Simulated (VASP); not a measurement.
Input of a VASP 6.6.1 run:

File INCAR:

```
PREC = Accurate
ENCUT = 520
EDIFF = 1E-6
ISMEAR = 0
SIGMA = 0.2
LREAL = F
LASPH = T
NELM = 100
ALGO = Normal
ISIF = 2
LWAVE = F
LCHARG = F
GGA = PE
NBANDS = 46
```

File KPOINTS:

```
regular mesh
0
Gamma
  6 6 2
```

File POSCAR:

```
W5C
1.0
    3.0198776977      0.0000000000      0.0000000000
   -1.5099388489      2.6152908025      0.0000000000
    0.0000000000      0.0000000000     11.1439746030
W C
5 1
Direct
    0.3333333333      0.6666666667      0.1104321655
    0.6666666667      0.3333333333      0.8895678345
    0.0000000000      0.0000000000      0.5000000000
    0.3333333333      0.6666666667      0.6897566291
    0.6666666667      0.3333333333      0.3102433709
    0.0000000000      0.0000000000      0.0000000000
```

Potentials or basis: VASP PAW PBE potentials, release 64 (W_sv, C).

Run with:

```sh
$ cat potpaw_PBE.64/W_sv/POTCAR potpaw_PBE.64/C/POTCAR > POTCAR
$ mpirun -np 1 vasp_std > vasp.out
```

Task: Estimate the largest force.

Result: 0.099 eV/Å.

Task: Estimate the band gap on the k mesh.

Result: Zero (band 37 reaches 11.79 eV, above the bottom of band 38 at 9.91 eV).

Forces on the atoms (eV/Å):
```
W    0.000  0.000  0.099
W    0.000  0.000 -0.099
W    0.000  0.000  0.000
W    0.000  0.000  0.006
W    0.000  0.000 -0.006
C    0.000  0.000  0.000
```

Caveat: the k points lie up to 0.40 Å⁻¹ apart; spin-orbit coupling is left out, which moves the levels of the heavy elements.
